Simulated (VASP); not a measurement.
CdSe, 4 atoms in the cell. The structure is hexagonal, space group P6_3mc (No. 186). Conventional cell: a = 4.242 Å, b = 4.242 Å, c = 6.925 Å, α = 90.00°, β = 90.00°, γ = 120.00°. Within 3.4 Å of Cd (site symmetry 3m) lie 4 Se at 2.58 to 2.67 Å. Se (site symmetry 3m) has 4 Cd at 2.58 to 2.67 Å within 3.4 Å. 

* Program: VASP 6.6.1
* Task: single point
* Functional: PBE
* Potentials or basis: VASP PAW PBE potentials, release 64 (Cd, Se)
* Cutoff: 500 eV
* k mesh: 6 × 6 × 4
* Occupations: fermi-dirac, width 0.05 eV
* Spin: no spin polarisation
* Dipole correction: no
* Further INCAR settings: ALGO = Normal; EDIFF = 1e-06; NBANDS = 26

Potentials or basis: VASP PAW PBE potentials, release 64 (Cd, Se).

Command:

```bash
$ cat potpaw_PBE.64/Cd/POTCAR potpaw_PBE.64/Se/POTCAR > POTCAR
$ mpirun -np 1 vasp_std > vasp.out
```

Hardware: 1 thread of AMD EPYC 7R13, on a shared host.

Task: How long does it take, and how much memory?

Result: It took 76 s on 1 thread of AMD EPYC 7R13, with other jobs on the host, peak memory 0.21 GiB. Counts: scf iterations 14, k points 21.
